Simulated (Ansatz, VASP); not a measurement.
# One calculation of As, two programs

```
CELL_PARAMETERS angstrom
3.72800 0.00000 0.00000
-1.86400 3.22854 0.00000
0.00000 0.00000 28.00000
ATOMIC_POSITIONS crystal
As 0.33333 0.66667 0.52129
As 0.66667 0.33333 0.47871
```

Alike in both runs: task single point; functional PBE; k mesh 9 × 9 × 1; occupations gaussian, width 0.02 eV; no spin polarisation.

|  | VASP | Ansatz |
| --- | --- | --- |
| version | VASP 6.6.1 | Ansatz 0.2.0 |
| potentials or method | VASP PAW PBE potentials, release 64 (As), cutoff 520 eV | scalar-relativistic, plane waves, PAW |
| valence electrons in the cell | 10 | 30 |

VASP gave:

```
gap on the k mesh at the Fermi level (eV) : 0.42
least direct gap on the mesh (eV)         : 0.45
rms of the force components (eV/Å)        : 1.237
```

Question: What did Ansatz give for the same quantities?

Answer: gap on the k mesh at the Fermi level (eV): 0.48; least direct gap on the mesh (eV): 0.51; rms of the force components (eV/Å): 1.175.

Atom by atom the forces differ by 0.062 eV/Å (rms over components). VASP's potentials hold 10 valence electrons a cell and Ansatz's 30, so a difference there can come from the potentials and not from the codes.
